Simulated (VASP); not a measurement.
# BaTiO3 (P1) in VASP: further runs, part 2 of 2

VASP 6.6.1. The steps go on from the part before.

## 4. Single point, PBE+U

The input, INCAR:

```
  PREC = Accurate
  ENCUT = 520
  EDIFF = 1E-7
  ISMEAR = -1
  SIGMA = 0.05
  LREAL = F
  LASPH = T
  NELM = 150
  ALGO = Normal
  ISIF = 2
  LWAVE = F
  LCHARG = T
  LMAXMIX = 4
  LDAU = T
  LDAUTYPE = 2
  LDAUL = -1 2 -1
  LDAUU = 0 4 0
  LDAUJ = 0 0 0
  LDAUPRINT = 1
  GGA = PE
  LELF = T
  LVHAR = T
  NBANDS = 28
```

The input, KPOINTS:

```
regular mesh
0
Gamma
  7 6 7
```

The input, POSCAR:

```
BaTiO3
1.0
    3.7288979900     -0.4219254500      0.0223674800
   -0.2844733300      3.2754742700      3.1100811900
    0.3164270400     -2.7537071700      2.5899183700
Ba Ti O
1 1 3
Direct
    0.0036372600      0.9972694200      0.9985015400
    0.5002452300      0.5116078500      0.5101821300
    0.9983542100      0.4928168200      0.4950359800
    0.4999067000      0.5015397800      0.9945381500
    0.4978566000      0.9929861300      0.4979621900
```

Potentials or basis: VASP PAW PBE potentials, release 64 (Ba_sv, Ti_sv, O).

The run is started by

```sh
cat potpaw_PBE.64/Ba_sv/POTCAR potpaw_PBE.64/Ti_sv/POTCAR potpaw_PBE.64/O/POTCAR > POTCAR
mpirun -np 1 vasp_std > vasp.out
```

OUTCAR:

```text
PREC = Accurate
   ENCUT = 520
   EDIFF = 1E-7
   ISMEAR = -1
   LREAL = F
   LASPH = T
   NELM = 150
   ISIF = 2
   GGA = PE

 ion  position               nearest neighbor table
   1  0.004  0.997  0.999-   5 2.42   5 2.44   4 2.73   4 2.74   3 2.84   5 2.87   3 2.89   5 2.90
                             3 3.04   3 3.04   4 3.11   4 3.16   2 3.21   2 3.24   2 3.35   2 3.37
   2  0.500  0.512  0.510-   4 1.84   3 1.87   3 1.88   4 1.95   5 2.18   5 2.34   1 3.21   1 3.24
                             1 3.35   1 3.37   1 3.48   1 3.49
   3  0.998  0.493  0.495-   2 1.87   2 1.88   1 2.84   1 2.89   1 3.04   1 3.04
   4  0.500  0.502  0.995-   2 1.84   2 1.95   1 2.73   1 2.74   1 3.11   1 3.16
   5  0.498  0.993  0.498-   2 2.18   2 2.34   1 2.42   1 2.44   1 2.87   1 2.90

  LATTYP: Found a triclinic cell.
 ALAT       =     3.7935084570
 B/A-ratio  =     1.5088722702
 C/A-ratio  =     0.9892581609
 COS(alpha) =     0.0012336744
 COS(beta)  =     0.1685650728
 COS(gamma) =     0.6141665186

  Lattice vectors:

 A1 = (  -0.3164270400,   2.7537071700,  -2.5899183700)
 A2 = (  -0.0319537100,  -0.5217671000,  -5.6999995600)
 A3 = (  -3.7288979900,   0.4219254500,  -0.0223674800)

Analysis of symmetry for initial positions (statically):
=====================================================================
 Subroutine PRICEL returns:
 Original cell was already a primitive cell.

 Routine SETGRP: Setting up the symmetry group for a
 triclinic supercell.

 Subroutine GETGRP returns: Found  1 space group operations
 (whereof  1 operations were pure point group operations)
 out of a pool of  2 trial point group operations.

[... 187 lines left out ...]
  o =  0.1329  v =  0.0000  0.0000  0.0000  0.0000  0.0000  0.6735 -0.2271 -0.0425 -0.6915  0.1216      0.0000  0.0000  0.0000  0.0000  0.0000  0.0000  0.0000  0.0000  0.0000  0.0000
  o =  0.1329  v =  0.6735 -0.2271 -0.0425 -0.6915  0.1216  0.0000  0.0000  0.0000  0.0000  0.0000      0.0000  0.0000  0.0000  0.0000  0.0000  0.0000  0.0000  0.0000  0.0000  0.0000
  o =  0.2023  v =  0.0000  0.0000  0.0000  0.0000  0.0000  0.2312  0.8464  0.2444 -0.1364 -0.3898      0.0000  0.0000  0.0000  0.0000  0.0000  0.0000  0.0000  0.0000  0.0000  0.0000
  o =  0.2023  v =  0.2312  0.8464  0.2444 -0.1364 -0.3898  0.0000  0.0000  0.0000  0.0000  0.0000      0.0000  0.0000  0.0000  0.0000  0.0000  0.0000  0.0000  0.0000  0.0000  0.0000
  o =  0.2974  v =  0.0000  0.0000  0.0000  0.0000  0.0000 -0.0575  0.4805 -0.4044 -0.0529  0.7743      0.0000  0.0000  0.0000  0.0000  0.0000  0.0000  0.0000  0.0000  0.0000  0.0000
  o =  0.2974  v = -0.0575  0.4805 -0.4044 -0.0529  0.7743  0.0000  0.0000  0.0000  0.0000  0.0000      0.0000  0.0000  0.0000  0.0000  0.0000  0.0000  0.0000  0.0000  0.0000  0.0000

 number of electron      40.0000000 magnetization

 Free energy of the ion-electron system (eV)
  ---------------------------------------------------
  ext. energy  EPLUGINS =         0.00000000
  ---------------------------------------------------
  free energy    TOTEN  =       -34.96757295 eV

  energy without entropy =      -34.96756994  energy(sigma->0) =      -34.96757144

 E-fermi :   5.5729     XC(G=0): -11.3280

 val. band max:        5.0762657574   @ k =   0.4286  -0.3333   0.4286
 cond. band min:       5.9623549707   @ k =   0.0000   0.0000   0.0000
 fundamental gap:      0.8860892133
 Fermi energy:         5.5729263966

 k-point     1 :       0.0000    0.0000    0.0000
  band No.  band energies     occupation
      1     -53.3912      2.00000
      2     -29.6804      2.00000
      3     -29.6201      2.00000
      4     -29.5179      2.00000
      5     -20.6487      2.00000
      6     -13.2623      2.00000
[... 733 lines left out ...]
     27      10.9966      0.00000
     28      12.0386      0.00000

 [... further k-points ...]

------------------------ aborting loop because EDIFF is reached ----------------------------------------

  FORCE on cell =-STRESS in cart. coord.  units (eV):
  Direction    XX          YY          ZZ          XY          YZ          ZX
  --------------------------------------------------------------------------------------
  -------------------------------------------------------------------------------------
  Total       14.8182246      4.4154031      8.5193477     10.7868312     -7.3721681     -3.1265432
  in kB      377.8284822    112.5819777    217.2225270    275.0378098   -187.9722549    -79.7192049
  external PRESSURE =     235.8776623 kB  Pullay stress =       0.0000000 kB

 VOLUME and BASIS-vectors are now :
 -----------------------------------------------------------------------------
  energy-cutoff  :      520.00
  volume of cell :       62.84
      direct lattice vectors                 reciprocal lattice vectors
     3.728897990 -0.421925450  0.022367480     0.271298701  0.027386570 -0.004027792
    -0.284473330  3.275474270  3.110081190     0.016410188  0.153580515  0.161288148
     0.316427040 -2.753707170  2.589918370    -0.022049068 -0.184662360  0.192465856

 POSITION                                       TOTAL-FORCE (eV/Angst)
 -----------------------------------------------------------------------------------
      0.04582      0.51541      5.68771        -0.058969      0.067890      0.364601
      1.88126      0.05980      2.92366        -0.209113      0.735071     -0.189070
      3.73921     -0.17021      2.83713         0.133588      0.006122     -0.157285
      2.03613     -1.30681      4.14678        -0.074136     -0.390903      0.352674
      1.73155      1.67120      4.38908         0.208630     -0.418180     -0.370919
 -----------------------------------------------------------------------------------
    total drift:                                0.000179      0.000694     -0.001101

  FREE ENERGIE OF THE ION-ELECTRON SYSTEM (eV)
  ---------------------------------------------------
  free  energy   TOTEN  =       -34.9675729548 eV

  energy  without entropy=      -34.9675699352  energy(sigma->0) =      -34.96757144
```

OSZICAR:

```text
N       E                     dE             d eps       ncg     rms          rms(c)
DAV:   1     0.447877732165E+03    0.44788E+03   -0.20931E+04  8288   0.156E+03
DAV:   2     0.151834523787E+00   -0.44773E+03   -0.42683E+03  9580   0.433E+02
[... 11 lines left out ...]
DAV:  14    -0.349675749503E+02   -0.91703E-05   -0.16366E-04 10176   0.969E-02    0.163E-02
DAV:  15    -0.349675730985E+02    0.18518E-05   -0.15291E-05 10176   0.362E-02    0.505E-03
DAV:  16    -0.349675730141E+02    0.84309E-07   -0.14798E-06 11272   0.809E-03    0.324E-03
DAV:  17    -0.349675731104E+02   -0.96229E-07   -0.17226E-06 10984   0.131E-02    0.301E-03
DAV:  18    -0.349675729751E+02    0.13529E-06   -0.23231E-07  6924   0.497E-03    0.953E-04
DAV:  19    -0.349675729548E+02    0.20287E-07   -0.56576E-08  5288   0.211E-03
   1 F= -.34967573E+02 E0= -.34967571E+02  d E =-.301963E-05
```

Run time: 2.6 min. Hardware: 1 thread of Intel Xeon 6975P-C (Granite Rapids), shared host; peak memory 0.36 GiB.

Results:

| Quantity | Value |
| --- | --- |
| Free energy | -34.9676 eV |
| Pressure | 23.6 GPa |
| Largest force | 0.787 eV/Å |
| Band gap on the k mesh | 0.89 eV (least direct gap 0.98 eV) |

Forces on the atoms (eV/Å):
```
Ba  -0.059  0.068  0.365
Ti  -0.209  0.735 -0.189
O    0.134  0.006 -0.157
O   -0.074 -0.391  0.353
O    0.209 -0.418 -0.371
```

Levels at points of the mesh, in eV from the valence-band top:
```tsv
k point	band 18	band 19	band 20	band 21	band 22	band 23
(0.00, 0.00, 0.00)	-0.98	-0.69	-0.09	0.89	1.27	1.56
(0.00, 0.50, 0.00)	-2.04	-0.62	-0.48	1.61	2.11	2.35
```

Eigenvalues of the final occupation matrices:
```
    site  spin  trace               eigenvalues
site 2 d     1   0.85  0.10 0.11 0.13 0.20 0.30
site 2 d     2   0.85  0.10 0.11 0.13 0.20 0.30
```

Caveat: the cell stands under pressure; spin-orbit coupling is left out, which moves the levels of the heavy elements; an odd mesh through Γ misses points on the zone boundary, where band edges can lie.

## 5. Single point, PBE+U

The input, INCAR:

```
SYSTEM = BaTiO3
PREC     = Accurate       ! precision mode
ENCUT    = 520            ! plane-wave cutoff, eV
EDIFF    = 1E-6           ! SCF threshold, eV
ISMEAR   = -1             ! smearing method
SIGMA    = 0.05           ! smearing width, eV
LREAL    = .FALSE.        ! projectors in reciprocal space
LASPH    = .TRUE.         ! aspherical terms in the spheres
NELM     = 150            ! most SCF steps
ALGO     = Normal         ! electronic algorithm
ISIF     = 2              ! what is computed and relaxed
LWAVE    = .FALSE.        ! write WAVECAR
LCHARG   = .TRUE.         ! write CHGCAR
LMAXMIX  = 4              ! l up to which the mixer works
LDAU     = .TRUE.         ! DFT+U
LDAUTYPE = 2            
LDAUL    = -1 2 -1        ! shell
LDAUU    = 0 5 0          ! U, eV
LDAUJ    = 0 0 0        
LDAUPRINT= 1            
GGA      = PE             ! functional
LELF     = .TRUE.         ! ELF
LVHAR    = .TRUE.       
NBANDS   = 28             ! bands
```

The input, KPOINTS:

```
Automatic mesh
0
G
  7 6 7
  0 0 0
```

POSCAR is that of step 4.

The run is started by

```sh
cat potpaw_PBE.64/Ba_sv/POTCAR potpaw_PBE.64/Ti_sv/POTCAR potpaw_PBE.64/O/POTCAR > POTCAR
mpirun -np 1 vasp_std > vasp.out
```

It took 2.1 min on 1 thread of Intel Xeon 6975P-C (Granite Rapids), shared host; peak memory 0.36 GiB.

The run converged. Its results:

```yaml
Free_energy: -34.2986 eV
Pressure: 24.5 GPa
Largest_force: 0.868 eV/Å
Band_gap_on_the_k_mesh: 0.99 eV (least direct gap 1.08 eV)
```

Forces in eV/Å, atoms in the order of the input:
```
Ba  -0.059  0.067  0.369
Ti  -0.218  0.785 -0.300
O    0.138  0.005 -0.152
O   -0.067 -0.467  0.426
O    0.206 -0.390 -0.343
```

Stress tensor (GPa, compression positive):
```
 38.97  27.49  -7.94
 27.49  12.04 -19.19
 -7.94 -19.19  22.46
```

Levels at points of the mesh, in eV from the valence-band top:
```csv
k point,band 17,band 18,band 19,band 20,band 21,band 22,band 23,band 24
"(0.00, 0.00, 0.00)",-1.84,-0.99,-0.69,-0.09,0.99,1.37,1.68,2.49
"(0.00, 0.50, 0.00)",-2.28,-2.03,-0.61,-0.48,1.73,2.24,2.48,3.71
```

Eigenvalues of the final occupation matrices:
| site | spin | trace | eigenvalues |
| --- | --- | --- | --- |
| site 2 d | 1 | 0.83 | 0.10 0.10 0.13 0.20 0.30 |
| site 2 d | 2 | 0.83 | 0.10 0.10 0.13 0.20 0.30 |

Caveat: the cell stands under pressure; spin-orbit coupling is left out, which moves the levels of the heavy elements; an odd mesh through Γ misses points on the zone boundary, where band edges can lie.

## 6. Single point, PBE

The input, INCAR:

```
SYSTEM = BaTiO3
PREC = Accurate
ENCUT = 520
EDIFF = 1E-6
ISMEAR = -1
SIGMA = 0.05
LREAL = .False.
LASPH = .True.
NELM = 80
ALGO = Normal
ISIF = 2
LWAVE = .False.
LCHARG = .True.
GGA = PE
LELF = .True.
LVHAR = .True.
NBANDS = 28
```

The input, KPOINTS:

```
Automatic mesh
0
Gamma
  6 5 6
  0 0 0
```

Changes to POSCAR since step 5:

```diff
@@ -2,5 +2,5 @@
 1.0
-    3.7288979900     -0.4219254500      0.0223674800
-   -0.2844733300      3.2754742700      3.1100811900
-    0.3164270400     -2.7537071700      2.5899183700
+    3.7373364990     -0.4965034098      0.0223674800
+   -0.3499828154      3.2811637366      3.1100811900
+    0.3715011834     -2.7600357108      2.5899183700
 Ba Ti O
```

Potentials or basis: VASP PAW PBE potentials, release 64 (Ba_sv, Ti_sv, O).

The run is started by

```sh
cat potpaw_PBE.64/Ba_sv/POTCAR potpaw_PBE.64/Ti_sv/POTCAR potpaw_PBE.64/O/POTCAR > POTCAR
mpirun -np 1 vasp_std > vasp.out
```

Run time: 65 s. Hardware: 1 thread of Intel Xeon 6975P-C (Granite Rapids), shared host; peak memory 0.29 GiB.

It converged, with:

| Quantity | Value |
| --- | --- |
| Free energy | -37.3072 eV |
| Pressure | 21.2 GPa |
| Largest force | 0.781 eV/Å |
| Band gap on the k mesh | 0.26 eV (least direct gap 0.39 eV) |

Forces in eV/Å, atoms in the order of the input:
```
Ba  -0.040  0.084  0.345
Ti  -0.208  0.489  0.301
O    0.120 -0.001 -0.173
O   -0.116 -0.021  0.025
O    0.243 -0.551 -0.498
```

Stress tensor (GPa, compression positive):
```
 33.83  32.70  -9.28
 32.70   9.65 -17.10
 -9.28 -17.10  20.25
```

Levels at points of the mesh, in eV from the valence-band top:
| k point | band 17 | band 18 | band 19 | band 20 | band 21 | band 22 | band 23 | band 24 |
| --- | --- | --- | --- | --- | --- | --- | --- | --- |
| (0.00, 0.00, 0.00) | -2.03 | -1.06 | -0.63 | -0.13 | 0.26 | 0.69 | 0.94 | 2.07 |
| (0.50, 0.00, 0.00) | -3.18 | -2.81 | -2.25 | -1.67 | 0.93 | 2.13 | 3.03 | 3.05 |
| (0.00, 0.00, 0.50) | -3.01 | -2.86 | -2.44 | -1.15 | 1.00 | 2.22 | 2.86 | 3.00 |
| (0.50, 0.00, 0.50) | -2.65 | -1.45 | -0.22 | -0.06 | 2.24 | 2.64 | 3.14 | 3.61 |

Caveat: the cell stands under pressure; spin-orbit coupling is left out, which moves the levels of the heavy elements; an odd mesh through Γ misses points on the zone boundary, where band edges can lie.

## 7. Overview

| level | U | cell | k mesh | gap on the mesh (eV) | pressure (GPa) | largest force (eV/Å) |
| --- | --- | --- | --- | --- | --- | --- |
| PBE+U | Ti d U = 6.0 eV | a = 3.753, b = 4.526, c = 3.794 Å, angles 93.5, 80.3, 98.0°, 5 atoms | 7 × 6 × 7 | 1.10 | 25.4 | 0.96 |
| PBE+U | Ti d U = 8.0 eV | a = 3.753, b = 4.526, c = 3.794 Å, angles 93.5, 80.3, 98.0°, 5 atoms | 7 × 6 × 7 | 1.32 | 27.3 | 1.15 |
| PBE+U | Ti d U = 4.0 eV | a = 3.753, b = 4.526, c = 3.794 Å, angles 93.5, 80.3, 98.0°, 5 atoms | 7 × 6 × 7 | 0.89 | 23.6 | 0.79 |
| PBE+U | Ti d U = 5.0 eV | a = 3.753, b = 4.526, c = 3.794 Å, angles 93.5, 80.3, 98.0°, 5 atoms | 7 × 6 × 7 | 0.99 | 24.5 | 0.87 |
| PBE | - | a = 3.770, b = 4.534, c = 3.803 Å, angles 93.8, 78.7, 99.7°, 5 atoms | 6 × 5 × 6 | 0.26 | 21.2 | 0.78 |

Alike in all rows: task single point; potentials or basis VASP PAW PBE potentials, release 64 (Ba_sv, Ti_sv, O); no spin polarisation; cutoff (eV) 520; smearing fermi-dirac 0.05 eV.

Caveats: the cell stands under pressure; spin-orbit coupling is left out, which moves the levels of the heavy elements; an odd mesh through Γ misses points on the zone boundary, where band edges can lie; forces of over 1 eV/Å act on the atoms, so gaps and moduli don't describe the material at rest (at least some runs).

Total energies depend on the potentials used, so only differences within one code and one set of settings carry meaning.
